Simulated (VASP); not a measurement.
A run of VASP 6.6.1 is set up as follows.

INCAR

```
ALGO = Normal ; EDIFF = 1E-6
EDIFFG = -0.01 ; ENCUT = 520
GGA = PE ; IBRION = 2
ISIF = 2 ; ISMEAR = -1
LASPH = True ; LCHARG = False
LREAL = False ; LWAVE = False
NELM = 60 ; NSW = 60
PREC = Accurate ; SIGMA = 0.05
```

KPOINTS

```
k-points
0
Gamma
  8 8 6
```

Contents of POSCAR:

```
CaB2
1.0
    3.2264302843      0.0000000000      0.0000000000
   -1.6132151421      2.7941705897      0.0000000000
    0.0000000000      0.0000000000      4.1080659200
Ca B
1 2
Direct
    0.0000000000      0.0000000000      0.0000000000
    0.6666666667      0.3333333333      0.5000000000
    0.3333333333      0.6666666667      0.5000000000
```

Potentials or basis: VASP PAW PBE potentials, release 64 (Ca_sv, B).

The run is started by

```console
$ cat potpaw_PBE.64/Ca_sv/POTCAR potpaw_PBE.64/B/POTCAR > POTCAR
$ mpirun -np 1 vasp_std > vasp.out
```

(1) Predict the band gap on the k mesh.

Answers

(1) zero (bands 8 and 9 overlap by 1.62 eV).

Caveat: the relaxation stopped at its first step, so nothing moved.
